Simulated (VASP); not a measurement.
**TaN: single point with r2SCAN**

TaN:

```
Ta N
1.0
     3.21513    0.00000    0.00000
    -1.60756    2.78438    0.00000
     0.00000    0.00000    6.13236
Ta N
2 2
Direct
  0.33333 0.66667 0.03029
  0.66667 0.33333 0.53029
  0.33333 0.66667 0.35471
  0.66667 0.33333 0.85471
```

| Property | Result |
| --- | --- |
| Program | VASP 6.6.1 |
| Task | single point |
| Functional | r2SCAN |
| Potentials or basis | VASP PAW PBE potentials, release 64 (Ta_pv, N) |
| Cutoff | 520 eV |
| k mesh | 18 × 18 × 8 |
| Occupations | gaussian, width 0.1 eV |
| Spin | no spin polarisation |
| Dipole correction | no |
| Further INCAR settings | ALGO = Normal; EDIFF = 1e-06; NBANDS = 24 |

| Item | Value |
| --- | --- |
| Pressure | -12.3 GPa |
| Largest force | 0.026 eV/Å |
| Band gap on the k mesh | zero (bands 16 and 17 overlap by 0.33 eV) |

Forces in eV/Å, atoms in the order of the input:
```
Ta   0.000  0.000 -0.026
Ta   0.000  0.000 -0.026
N    0.000  0.000  0.026
N    0.000  0.000  0.026
```

Stress tensor (GPa, compression positive):
```
-12.45   0.00   0.00
  0.00 -12.45   0.00
  0.00   0.00 -11.91
```

Levels at points of the mesh, in eV from the Fermi level:
```tsv
k point	band 14	band 15	band 16	band 17	band 18	band 19
(0.00, 0.00, 0.00)	-4.68	-0.90	-0.78	0.15	0.15	2.15
(0.50, 0.00, 0.00)	-3.90	-2.20	-0.69	1.14	2.17	2.58
(0.00, 0.00, 0.50)	-5.17	0.14	0.14	0.97	0.97	0.97
(0.50, 0.00, 0.50)	-4.96	-0.95	-0.95	1.51	1.51	3.12
```

Run time: 17 min on 1 thread of Oxide Virtual Turin-like Processor (shared host), peak memory 0.3 GiB.

Caveat: the cell stands under tension; the PAW data sets were made with another functional, which shifts forces and pressure a little; spin-orbit coupling is left out, which moves the levels of the heavy elements.
